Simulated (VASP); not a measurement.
InGaO: single point with PBE

InGaO:

```
In Ga O
1.0
     3.74506    0.00000    0.00000
    -1.87253    3.24332    0.00000
     0.00000    0.00000    5.05089
In Ga O
1 1 1
Direct
  0.66667 0.33333 0.50000
  0.00000 0.00000 0.00000
  0.33333 0.66667 0.50000
```

The cell was generated, and may not be a known phase.

```
Program             : VASP 6.6.1
Task                : single point
Functional          : PBE
Potentials or basis : VASP PAW PBE potentials, release 64 (In_d, Ga_d, O)
Cutoff              : 520 eV
k mesh              : 12 × 12 × 10
Occupations         : gaussian, width 0.1 eV
Spin                : no spin polarisation
```

| Quantity | Value |
| --- | --- |
| Pressure | 0.1 GPa |
| Band gap on the k mesh | zero (bands 16 and 17 overlap by 0.45 eV) |

Stress tensor (GPa, compression positive):
```
 0.22  0.00  0.00
 0.00  0.22  0.00
 0.00  0.00 -0.08
```

Levels at points of the mesh, in eV from the Fermi level:
```csv
k point,band 12,band 13,band 14,band 15,band 16,band 17,band 18,band 19,band 20,band 21
"(0.00, 0.00, 0.00)",-7.23,-4.68,-3.54,-3.54,-0.89,0.86,4.50,4.50,7.43,8.20
"(0.50, 0.00, 0.00)",-7.47,-4.62,-4.16,-3.34,-1.57,0.86,2.65,3.43,4.13,4.81
"(0.00, 0.00, 0.50)",-7.55,-4.05,-3.54,-3.54,-2.61,5.18,5.24,5.24,5.98,6.81
"(0.50, 0.00, 0.50)",-7.05,-4.84,-4.57,-3.84,-0.77,0.13,1.46,3.44,5.54,8.10
```

Wall time 3.7 min on 1 thread of Intel Xeon 8259CL, on a shared host, peak memory 0.3 GiB.

Caveat: spin-orbit coupling is left out, which moves the levels of the heavy elements.
